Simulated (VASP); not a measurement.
ZrGa2Se2, 5 atoms in the cell. It takes space group P-3m1 (No. 164, trigonal). The conventional cell has a = 3.724 Å, b = 3.724 Å, c = 9.579 Å, α = 90.00°, β = 90.00°, γ = 120.00°. Within 3.8 Å of Zr (site symmetry -3m) lie 6 Se at 2.73 Å and 6 Zr at 3.72 Å. Within 4.0 Å of Ga (site symmetry 3m) lie 9 Ga at 2.69 to 3.72 Å and 4 Se at 3.15 to 3.93 Å. Se (site symmetry 3m) has 3 Zr at 2.73 Å and 4 Ga at 3.15 to 3.93 Å and 9 Se at 3.72 to 3.98 Å within 4.0 Å. The cell was built from a structure type or drawn by symmetry, and may not be a known phase.

| Item | Value |
| --- | --- |
| Program | VASP 6.6.1 |
| Task | single point |
| Functional | PBE |
| Potentials or basis | VASP PAW PBE potentials, release 64 (Zr_sv, Ga_d, Se) |
| Cutoff | 520 eV |
| k mesh | 6 × 6 × 4 |
| Occupations | gaussian, width 0.1 eV |
| Spin | no spin polarisation |
| Dipole correction | no |
| Further INCAR settings | ALGO = Normal; EDIFF = 1e-06; NBANDS = 33 |

Potentials or basis: VASP PAW PBE potentials, release 64 (Zr_sv, Ga_d, Se).

Command:

```console
$ cat potpaw_PBE.64/Zr_sv/POTCAR potpaw_PBE.64/Ga_d/POTCAR potpaw_PBE.64/Se/POTCAR > POTCAR
$ mpirun -np 1 vasp_std > vasp.out
```

Hardware: 1 thread of Intel(R) Xeon(R) 6975P-C (Granite Rapids), with other jobs on the host.

**Question.** How long does it take, and how much memory?

**Answer.** Run time: 45 s on 1 thread of Intel(R) Xeon(R) 6975P-C (Granite Rapids) (shared host), peak memory 0.27 GiB. Counts: scf iterations 14, k points 24.
